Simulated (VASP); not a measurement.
# KCl (Pm-3m) in VASP: a series of runs

KCl is run at these levels: HSE06; tasks: single point.

All numbers are computed with VASP 6.6.1; they aren't measurements. Logs are shortened: lines on timing, memory, paths and dates and some standing lists are left out, and cuts for length are marked.

## (1) The cell of the first run

It takes space group Pm-3m (No. 221, cubic). The conventional cell has a = 3.813 Å, b = 3.813 Å, c = 3.813 Å, α = 90.00°, β = 90.00°, γ = 90.00°. K (site symmetry m-3m) has 8 Cl at 3.30 Å and 6 K at 3.81 Å within 4.3 Å. Within 4.3 Å of Cl (site symmetry m-3m) lie 8 K at 3.30 Å and 6 Cl at 3.81 Å.

## (2) Single point, HSE06

The input, POSCAR:

```
KCl
1.0
    3.8134288075      0.0000000000      0.0000000000
    0.0000000000      3.8134288075      0.0000000000
    0.0000000000      0.0000000000      3.8134288075
K Cl
1 1
Direct
    0.0000000000      0.0000000000      0.0000000000
    0.5000000000      0.5000000000      0.5000000000
```

The input, INCAR.step1:

```
PREC = Accurate
ENCUT = 520
EDIFF = 1E-5
ISMEAR = -1
SIGMA = 0.05
LREAL = F
LASPH = T
NELM = 60
ALGO = Normal
ISIF = 2
LWAVE = T
LCHARG = F
NBANDS = 15
GGA = PE
```

The input, INCAR.step2:

```
PREC = Accurate
ENCUT = 520
EDIFF = 1E-6
ISMEAR = -1
SIGMA = 0.05
LREAL = F
LASPH = T
NELM = 60
ALGO = Normal
ISIF = 2
LWAVE = F
LCHARG = F
GGA = PE
LHFCALC = T
HFSCREEN = 0.2079
PRECFOCK = Normal
NBANDS = 15
ISTART = 1
```

The input, KPOINTS:

```
Automatic mesh
0
Gamma
  4 4 4
```

Potentials or basis: VASP PAW PBE potentials, release 64 (K_sv, Cl).

Run with:

```bash
$ cat potpaw_PBE.64/K_sv/POTCAR potpaw_PBE.64/Cl/POTCAR > POTCAR
$ cp INCAR.step1 INCAR
$ mpirun -np 1 vasp_std > vasp.out
$ cp INCAR.step2 INCAR
$ mpirun -np 1 vasp_std > vasp.out
```

OUTCAR:

```text
PREC = Accurate
   ENCUT = 520
   EDIFF = 1E-6
   ISMEAR = -1
   LREAL = F
   LASPH = T
   NELM = 60
   ISIF = 2
   GGA = PE
   LHFCALC = T
   HFSCREEN = 0.2079
   PRECFOCK = Normal
   ISTART = 1

 ion  position               nearest neighbor table
   1  0.000  0.000  0.000-
   2  0.500  0.500  0.500-

  LATTYP: Found a simple cubic cell.
 ALAT       =     3.8134288075

  Lattice vectors:

 A1 = (   3.8134288075,   0.0000000000,   0.0000000000)
 A2 = (   0.0000000000,   3.8134288075,   0.0000000000)
 A3 = (   0.0000000000,   0.0000000000,   3.8134288075)

Analysis of symmetry for initial positions (statically):
=====================================================================
 Subroutine PRICEL returns:
 Original cell was already a primitive cell.

 Routine SETGRP: Setting up the symmetry group for a
 simple cubic supercell.

 Subroutine GETGRP returns: Found 48 space group operations
 (whereof 48 operations were pure point group operations)
 out of a pool of 48 trial point group operations.

The static configuration has the point symmetry O_h .

Analysis of symmetry for dynamics (positions and initial velocities):
=====================================================================
 Subroutine PRICEL returns:
 Original cell was already a primitive cell.

 Routine SETGRP: Setting up the symmetry group for a
 simple cubic supercell.

 Subroutine GETGRP returns: Found 48 space group operations
 (whereof 48 operations were pure point group operations)
 out of a pool of 48 trial point group operations.

The dynamic configuration has the point symmetry O_h .

 Subroutine INISYM returns: Found 48 space group operations
 (whereof 48 operations are pure point group operations),
 and found     1 'primitive' translations

----------------------------------------------------------------------------------------

                                     Primitive cell

  volume of cell :      55.4558

  direct lattice vectors                    reciprocal lattice vectors
     3.813428807  0.000000000  0.000000000     0.262231197  0.000000000  0.000000000
     0.000000000  3.813428807  0.000000000     0.000000000  0.262231197  0.000000000
     0.000000000  0.000000000  3.813428807     0.000000000  0.000000000  0.262231197

  length of vectors
     3.813428807  3.813428807  3.813428807     0.262231197  0.262231197  0.262231197

  position of ions in fractional coordinates (direct lattice)
     0.000000000  0.000000000  0.000000000
     0.500000000  0.500000000  0.500000000

  ion indices of the primitive-cell ions
   primitive index   ion index
                 1           1
                 2           2

----------------------------------------------------------------------------------------

 KPOINTS: Automatic mesh

Automatic generation of k-mesh.
 Grid dimensions read from file:
 generate k-points for:    4    4    4

 Generating k-lattice:

  Cartesian coordinates                     Fractional coordinates (reciprocal lattice)
     0.065557799  0.000000000  0.000000000     0.250000000  0.000000000  0.000000000
     0.000000000  0.065557799  0.000000000     0.000000000  0.250000000  0.000000000
     0.000000000  0.000000000  0.065557799     0.000000000  0.000000000  0.250000000

  Length of vectors
     0.065557799  0.065557799  0.065557799

  Shift w.r.t. Gamma in fractional coordinates (k-lattice)
     0.000000000  0.000000000  0.000000000

 Subroutine IBZKPT returns following result:
 ===========================================

 Found     10 irreducible k-points:

 Following reciprocal coordinates:
            Coordinates               Weight
  0.000000  0.000000  0.000000      1.000000
  0.250000  0.000000  0.000000      6.000000
  0.500000  0.000000  0.000000      3.000000
  0.250000  0.250000  0.000000     12.000000
  0.500000  0.250000  0.000000     12.000000
  0.500000  0.500000  0.000000      3.000000
  0.250000  0.250000  0.250000      8.000000
  0.500000  0.250000  0.250000     12.000000
  0.500000  0.500000  0.250000      6.000000
  0.500000  0.500000  0.500000      1.000000
   k-points           NKPTS =     10   k-points in BZ     NKDIM =     64   number of bands    NBANDS=     15
   number of dos      NEDOS =    301   number of ions     NIONS =      2
   total plane-waves  NPLWV =  21952
   dimension x,y,z NGX =    28 NGY =   28 NGZ =   28
   dimension x,y,z NGXF=    56 NGYF=   56 NGZF=   56
   ions per type =               1   1
   NGX,Y,Z   is equivalent  to a cutoff of  12.21, 12.21, 12.21 a.u.
   NGXF,Y,Z  is equivalent  to a cutoff of  24.41, 24.41, 24.41 a.u.
 SYSTEM =  unknown system
   PREC   = accura    normal or accurate (medium, high low for compatibility)
   ISTART =      1    job   : 0-new  1-cont  2-samecut
   ICHARG =      0    charge: 1-file 2-atom 10-const
   ISPIN  =      1    spin polarized calculation?
   LNONCOLLINEAR =      F non collinear calculations
   LSORBIT =      F    spin-orbit coupling
   LASPH  =      T    aspherical Exc in radial PAW
   ENCUT  =  520.0 eV  38.22 Ry    6.18 a.u.   7.09  7.09  7.09*2*pi/ulx,y,z
   NELM   =     60;   NELMIN=  2; NELMDL=  0     # of ELM steps
   EDIFF  = 0.1E-05   stopping-criterion for ELM
   LREAL  =      F    real-space projection
   EDIFFG = 0.1E-04   stopping-criterion for IOM
   NSW    =      0    number of steps for IOM
   IBRION =     -1    ionic relax: 0-MD 1-quasi-New 2-CG
   NFREE  =      0    steps in history (QN), initial steepest desc. (CG)
   ISIF   =      2    stress and relaxation
   ISYM   =      3    0-nonsym 1-usesym 2-fastsym
   POTIM  = 0.5000    time-step for ionic-motion
   TEBEG  =    0.0;   TEEND  =   0.0 temperature during run
   PSTRESS=    0.0 pullay stress
   NELECT =      16.0000    total number of electrons
   NUPDOWN=      -1.0000    fix difference up-down
   EMIN   =  10.00;   EMAX   =-10.00  energy-range for DOS
   EFERMI =   0.00;   METHOD = LEGACY
   ISMEAR =    -1;   SIGMA  =   0.05  broadening in eV -4-tet -1-fermi 0-gaus
   EFERMI_NEDOS =   21; number of points for ismear=-14 and -15
   IALGO  =     38    algorithm
   IMIX   =      1    mixing-type and parameters
     AMIX     =   0.40;   BMIX     =  1.00
     AMIX_MAG =   1.60;   BMIX_MAG =  1.00
  volume/ion in A,a.u.               =      27.73       187.12
  Fermi-wavevector in a.u.,A,eV,Ry     =   1.081764  2.044238 15.921719  1.170213
  Thomas-Fermi vector in A             =   2.217789
   LORBIT       =      0    0 simple, 1 ext, 2 COOP (PROOUT), +10 PAW based schemes
   GGA     = PE    functional components
   LHFCALC =     T    Hartree Fock is set to
   PRECFOCK=normal    Normal, Fast or Accurate (Low or Medium for compatibility)
   ENCUT4O =  -1.0   cutoff for four orbital integrals eV
   NKREDX  =     1    reduce k-point grid by
   NKREDY  =     1    reduce k-point grid by
   NKREDZ  =     1    reduce k-point grid by
   AEXX    =    0.2500 exact exchange contribution
   HFSCREEN=    0.2079 screening length (either q_TF or 0.3 A-1)
   HFSCREENC=   0.2079 screening length for correlation (either q_TF or 0.3 A-1)
   ENCUTFOCK=  -1.0 apply spherical cutoff to Coloumb kernel
   IVDW    =     0    specifies the selected vdW correction
   LEPSILON=     F    determine dielectric tensor
   LRPA    =     F    only Hartree local field effects (RPA)
 non-spin polarized calculation
  energy-cutoff  :      520.00
  volume of cell :       55.46
 maximum number of plane-waves:      1510
  NGX = 24; NGY = 24; NGZ = 24

 number of electron      16.0000008 magnetization

 Free energy of the ion-electron system (eV)
  ---------------------------------------------------
  ext. energy  EPLUGINS =         0.00000000
  ---------------------------------------------------
  free energy    TOTEN  =        -7.71669489 eV

  energy without entropy =       -7.71669489  energy(sigma->0) =       -7.71669489

 E-fermi :  -0.4687     XC(G=0):  -6.8010

 val. band max:       -1.6832565595   @ k =   0.5000   0.5000   0.0000
 cond. band min:       4.5231787220   @ k =   0.0000   0.0000   0.0000
 fundamental gap:      6.2064352815
 Fermi energy:        -0.4687133685

 k-point     1 :       0.0000    0.0000    0.0000
  band No.  band energies     occupation
      1     -31.8285      2.00000
      2     -15.4759      2.00000
      3     -13.8558      2.00000
      4     -13.8558      2.00000
      5     -13.8558      2.00000
      6      -1.9070      2.00000
      7      -1.9070      2.00000
      8      -1.9070      2.00000
      9       4.5232      0.00000
     10       6.2968      0.00000
     11       6.2968      0.00000
     12      10.8634      0.00000
     13      10.8634      0.00000
     14      10.8634      0.00000
     15      13.8180      0.00000

 k-point     2 :       0.2500    0.0000    0.0000
  band No.  band energies     occupation
      1     -31.8177      2.00000
      2     -15.5369      2.00000
      3     -13.8382      2.00000
      4     -13.8382      2.00000
      5     -13.8045      2.00000
      6      -2.8485      2.00000
      7      -1.9079      2.00000
      8      -1.9079      2.00000
      9       5.7830      0.00000
     10       6.8386      0.00000
     11       7.4570      0.00000
     12      10.6736      0.00000
     13      10.6736      0.00000
     14      11.1782      0.00000
     15      11.7922      0.00000

 k-point     3 :       0.5000    0.0000    0.0000
  band No.  band energies     occupation
      1     -31.8069      2.00000
      2     -15.6039      2.00000
      3     -13.8206      2.00000
      4     -13.8206      2.00000
      5     -13.7393      2.00000
      6      -3.5976      2.00000
      7      -1.9100      2.00000
      8      -1.9100      2.00000
      9       7.4971      0.00000
     10       7.8321      0.00000
     11       8.1983      0.00000
     12       9.8634      0.00000
     13      10.7238      0.00000
     14      10.7238      0.00000
     15      11.5835      0.00000

 k-point     4 :       0.2500    0.2500    0.0000
  band No.  band energies     occupation
      1     -31.8074      2.00000
      2     -15.4719      2.00000
      3     -13.9773      2.00000
      4     -13.8233      2.00000
      5     -13.7772      2.00000
      6      -2.8188      2.00000
      7      -2.5276      2.00000
      8      -1.8542      2.00000
      9       6.4787      0.00000
     10       7.2059      0.00000
     11       8.2989      0.00000
     12       9.7448      0.00000
     13      10.0572      0.00000
     14      10.8848      0.00000
     15      11.9331      0.00000

 k-point     5 :       0.5000    0.2500    0.0000
  band No.  band energies     occupation
      1     -31.7970      2.00000
      2     -15.4180      2.00000
      3     -13.9617      2.00000
      4     -13.8893      2.00000
      5     -13.8082      2.00000
      6      -3.3083      2.00000
      7      -2.5008      2.00000
      8      -1.7996      2.00000
      9       6.8303      0.00000
     10       7.4714      0.00000
     11       9.1112      0.00000
     12       9.6969      0.00000
     13       9.6973      0.00000
     14      10.2985      0.00000
     15      12.3335      0.00000

 k-point     6 :       0.5000    0.5000    0.0000
  band No.  band energies     occupation
      1     -31.7871      2.00000
      2     -15.1743      2.00000
      3     -14.0980      2.00000
      4     -14.0980      2.00000
      5     -13.7958      2.00000
      6      -3.0017      2.00000
      7      -3.0017      2.00000
      8      -1.6833      2.00000
      9       5.8902      0.00000
     10       7.1233      0.00000
     11       8.9195      0.00000
     12       8.9195      0.00000
     13      11.3555      0.00000
     14      11.3555      0.00000
     15      12.5878      0.00000

 k-point     7 :       0.2500    0.2500    0.2500
  band No.  band energies     occupation
      1     -31.7974      2.00000
      2     -15.3724      2.00000
      3     -13.9530      2.00000
      4     -13.9530      2.00000
      5     -13.8058      2.00000
      6      -2.6482      2.00000
      7      -2.5463      2.00000
      8      -2.5463      2.00000
      9       7.4086      0.00000
     10       8.1885      0.00000
     11       8.1885      0.00000
     12       8.9927      0.00000
     13       9.6330      0.00000
     14       9.6330      0.00000
     15      13.7285      0.00000

 k-point     8 :       0.5000    0.2500    0.2500
  band No.  band energies     occupation
      1     -31.7874      2.00000
      2     -15.2721      2.00000
      3     -13.9632      2.00000
      4     -13.9501      2.00000
      5     -13.9285      2.00000
      6      -3.1839      2.00000
      7      -2.5666      2.00000
      8      -2.4037      2.00000
      9       7.4409      0.00000
     10       8.0246      0.00000
     11       8.3317      0.00000
     12       9.5721      0.00000
     13       9.7191      0.00000
     14      10.1779      0.00000
     15      12.7488      0.00000

 k-point     9 :       0.5000    0.5000    0.2500
  band No.  band energies     occupation
      1     -31.7777      2.00000
      2     -15.0963      2.00000
      3     -14.0665      2.00000
      4     -14.0665      2.00000
      5     -13.9168      2.00000
      6      -3.0627      2.00000
      7      -3.0627      2.00000
      8      -2.4712      2.00000
      9       6.9613      0.00000
     10       8.6195      0.00000
     11       8.6754      0.00000
     12       8.6754      0.00000
     13      10.7043      0.00000
     14      10.7043      0.00000
     15      12.6525      0.00000

 k-point    10 :       0.5000    0.5000    0.5000
  band No.  band energies     occupation
      1     -31.7683      2.00000
      2     -15.0153      2.00000
      3     -14.0347      2.00000
      4     -14.0347      2.00000
      5     -14.0347      2.00000
      6      -3.1257      2.00000
      7      -3.1257      2.00000
      8      -3.1257      2.00000
      9       8.5616      0.00000
     10       8.5616      0.00000
     11       8.5616      0.00000
     12      10.0645      0.00000
     13      10.0645      0.00000
     14      10.0645      0.00000
     15      12.7183      0.00000

------------------------ aborting loop because EDIFF is reached ----------------------------------------

  FORCE on cell =-STRESS in cart. coord.  units (eV):
  Direction    XX          YY          ZZ          XY          YZ          ZX
  --------------------------------------------------------------------------------------
  -------------------------------------------------------------------------------------
  Total       -0.0173499     -0.0173499     -0.0173499      0.0000000     -0.0000000      0.0000000
  in kB       -0.5012573     -0.5012573     -0.5012573      0.0000000     -0.0000000      0.0000000
  external PRESSURE =      -0.5012573 kB  Pullay stress =       0.0000000 kB

 VOLUME and BASIS-vectors are now :
 -----------------------------------------------------------------------------
  energy-cutoff  :      520.00
  volume of cell :       55.46
      direct lattice vectors                 reciprocal lattice vectors
     3.813428807  0.000000000  0.000000000     0.262231197  0.000000000  0.000000000
     0.000000000  3.813428807  0.000000000     0.000000000  0.262231197  0.000000000
     0.000000000  0.000000000  3.813428807     0.000000000  0.000000000  0.262231197

 POSITION                                       TOTAL-FORCE (eV/Angst)
 -----------------------------------------------------------------------------------
      0.00000      0.00000      0.00000         0.000000      0.000000      0.000000
      1.90671      1.90671      1.90671         0.000000      0.000000      0.000000
 -----------------------------------------------------------------------------------
    total drift:                                0.000000      0.000000      0.000000

  FREE ENERGIE OF THE ION-ELECTRON SYSTEM (eV)
  ---------------------------------------------------
  free  energy   TOTEN  =        -7.7166948883 eV

  energy  without entropy=       -7.7166948883  energy(sigma->0) =       -7.71669489
```

Wall time 6.3 min (1 thread of Intel Xeon Platinum 8259CL at 2.50GHz (Skylake/Cascade Lake), shared host); peak memory 0.26 GiB.

Results:

| Item | Value |
| --- | --- |
| Free energy | -7.7167 eV |
| Pressure | -0.1 GPa |
| Band gap on the k mesh | 6.21 eV (least direct gap 6.43 eV) |

Caveat: the PAW data sets were made with another functional, which shifts forces and pressure a little. A k mesh can miss the band edges.

## (3) Single point, HSE06

This run uses another cell than the first one, of 28.29 Å³/atom.

The input, POSCAR:

```
KCl
1.0
    3.8391960000      0.0000000000      0.0000000000
    0.0000000000      3.8391960000      0.0000000000
    0.0000000000      0.0000000000      3.8391960000
K Cl
1 1
Direct
    0.0000000000      0.0000000000      0.0000000000
    0.5000000000      0.5000000000      0.5000000000
```

The input, INCAR.step1:

```
ALGO     = Normal         # electronic algorithm
EDIFF    = 1E-5           # SCF threshold, eV
ENCUT    = 520            # plane-wave cutoff, eV
GGA      = PE             # functional
ISIF     = 2              # what is computed and relaxed
ISMEAR   = -1             # smearing method
LASPH    = True           # aspherical terms in the spheres
LCHARG   = False          # write CHGCAR
LREAL    = False          # projectors in reciprocal space
LWAVE    = True           # write WAVECAR
NBANDS   = 15             # bands
NELM     = 80             # most SCF steps
PREC     = Accurate       # precision mode
SIGMA    = 0.05           # smearing width, eV
```

The input, INCAR.step2:

```
ALGO     = Normal         # electronic algorithm
EDIFF    = 1E-6           # SCF threshold, eV
ENCUT    = 520            # plane-wave cutoff, eV
GGA      = PE             # functional
HFSCREEN = 0.2079         # screening, 1/A
ISIF     = 2              # what is computed and relaxed
ISMEAR   = -1             # smearing method
ISTART   = 1            
LASPH    = True           # aspherical terms in the spheres
LCHARG   = False          # write CHGCAR
LHFCALC  = True           # exact exchange
LREAL    = False          # projectors in reciprocal space
LWAVE    = False          # write WAVECAR
NBANDS   = 15             # bands
NELM     = 80             # most SCF steps
PREC     = Accurate       # precision mode
PRECFOCK = Normal       
SIGMA    = 0.05           # smearing width, eV
```

The input, KPOINTS:

```
k-points
0
Gamma
  4 4 4
```

Potentials or basis: VASP PAW PBE potentials, release 64 (K_sv, Cl).

Run with:

```bash
$ cat potpaw_PBE.64/K_sv/POTCAR potpaw_PBE.64/Cl/POTCAR > POTCAR
$ cp INCAR.step1 INCAR
$ mpirun -np 1 vasp_std > vasp.out
$ cp INCAR.step2 INCAR
$ mpirun -np 1 vasp_std > vasp.out
```

Run time: 5.2 min. Hardware: 1 thread of Intel Xeon Platinum 8259CL at 2.50GHz (Skylake/Cascade Lake), shared host; peak memory 0.28 GiB.

Results (log left out):

```yaml
Free_energy: -7.7153 eV
Pressure: -0.4 GPa
Band_gap_on_the_k_mesh: 6.12 eV (least direct gap 6.33 eV)
```

Levels at points of the mesh, in eV from the valence-band top:
| k point | band 5 | band 6 | band 7 | band 8 | band 9 | band 10 | band 11 | band 12 |
| --- | --- | --- | --- | --- | --- | --- | --- | --- |
| (0.00, 0.00, 0.00) | -12.21 | -0.22 | -0.22 | -0.22 | 6.12 | 7.99 | 7.99 | 12.49 |
| (0.50, 0.00, 0.00) | -12.10 | -1.86 | -0.22 | -0.22 | 9.07 | 9.50 | 9.76 | 11.53 |
| (0.50, 0.50, 0.00) | -12.16 | -1.28 | -1.28 | 0.00 | 7.55 | 8.78 | 10.58 | 10.58 |
| (0.50, 0.50, 0.50) | -12.38 | -1.39 | -1.39 | -1.39 | 10.17 | 10.17 | 10.17 | 11.65 |

Caveat: the PAW data sets were made with another functional, which shifts forces and pressure a little.
